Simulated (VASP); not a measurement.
Wanted: the native input for a VASP 6.6.1 run.

```
Task                   : single point
Functional             : revPBE
Potentials or basis    : VASP PAW PBE potentials, release 64 (Br)
Cutoff                 : 520 eV
k mesh                 : 7 × 7 × 3
Occupations            : fermi-dirac, width 0.05 eV
Spin                   : no spin polarisation
Dipole correction      : no
Further INCAR settings : ALGO = Normal; EDIFF = 1e-07; NBANDS = 22
```

The structure of Br lies in POSCAR:

```
Br
1.0
    5.2129535746     -2.3304295297      0.0000000000
    5.2129535746      2.3304295297      0.0000000000
    0.0000000000      0.0000000000      8.9804201542
Br
4
Direct
    0.3761800781      0.6238199219      0.3852743827
    0.1238199219      0.8761800781      0.8852743827
    0.6238199219      0.3761800781      0.6147256173
    0.8761800781      0.1238199219      0.1147256173
```

The input as run:

INCAR

```
SYSTEM = Br
PREC     = Accurate       ! precision mode
ENCUT    = 520            ! plane-wave cutoff, eV
EDIFF    = 1E-7           ! SCF threshold, eV
ISMEAR   = -1             ! smearing method
SIGMA    = 0.05           ! smearing width, eV
LREAL    = .False.        ! projectors in reciprocal space
LASPH    = .True.         ! aspherical terms in the spheres
NELM     = 80             ! most SCF steps
ALGO     = Normal         ! electronic algorithm
ISIF     = 2              ! what is computed and relaxed
LWAVE    = .False.        ! write WAVECAR
LCHARG   = .True.         ! write CHGCAR
GGA      = RE             ! functional
LELF     = .True.         ! ELF
LVHAR    = .True.       
NBANDS   = 22             ! bands
```

KPOINTS

```
Automatic mesh
0
Gamma
  7 7 3
  0 0 0
```

Potentials or basis: VASP PAW PBE potentials, release 64 (Br).

The run is started by

```sh
$ cat potpaw_PBE.64/Br/POTCAR > POTCAR
$ mpirun -np 1 vasp_std > vasp.out
```

Results of the run:

| Item | Value |
| --- | --- |
| Pressure | 0.0 GPa |
| Band gap on the k mesh | 1.57 eV |

Caveat: this functional lacks dispersion, which holds the molecules together, so the pressure and a relaxed volume are unreliable; the PAW data sets were made with another functional, which shifts forces and pressure a little; an odd mesh through Γ misses points on the zone boundary, where band edges can lie.

It took 5.4 min on 1 thread of AMD EPYC 7R13, on a shared host, peak memory 0.33 GiB.
